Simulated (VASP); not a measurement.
Runs of VASP 6.6.1 on Re. The structure is that of space group Fm-3m (No. 225), or close to it. The cells are those of the table. This isn't the form of Re at room conditions, which is hcp.

| cell | gap on the mesh (eV) | pressure (GPa) |
| --- | --- | --- |
| a = 2.786, b = 2.793 Å, angles 59.9, 60.2, 59.9°, 1 atom | none | (b) |
| a = 2.818, b = 2.793 Å, angles 60.3, 59.4, 60.3°, 1 atom | none | (a) |
| a = 2.807, b = 2.793 Å, angles 60.2, 59.7, 60.2°, 1 atom | none | -13.0 |
| a = 2.800, b = 2.793 Å, angles 60.1, 59.8, 60.1°, 1 atom | none | -11.5 |
| a = 2.772, b = 2.793 Å, angles 59.8, 60.5, 59.8°, 1 atom | none | -4.7 |

Alike in all rows: task single point; level PBE; potentials or basis VASP PAW PBE potentials, release 64 (Re); no spin polarisation; k mesh 20 × 20 × 20; cutoff (eV) 520; smearing gaussian 0.15 eV.

**Question.** Fill in the values left out.

**Answer.** (a) -15.2; (b) -8.2.

Caveats: the cell stands under tension; spin-orbit coupling is left out, which moves the levels of the heavy elements.

A k mesh can miss the band edges, and the runs leave out spin-orbit coupling on Re.

A gap of «none» marks levels without a gap at the run's occupations.
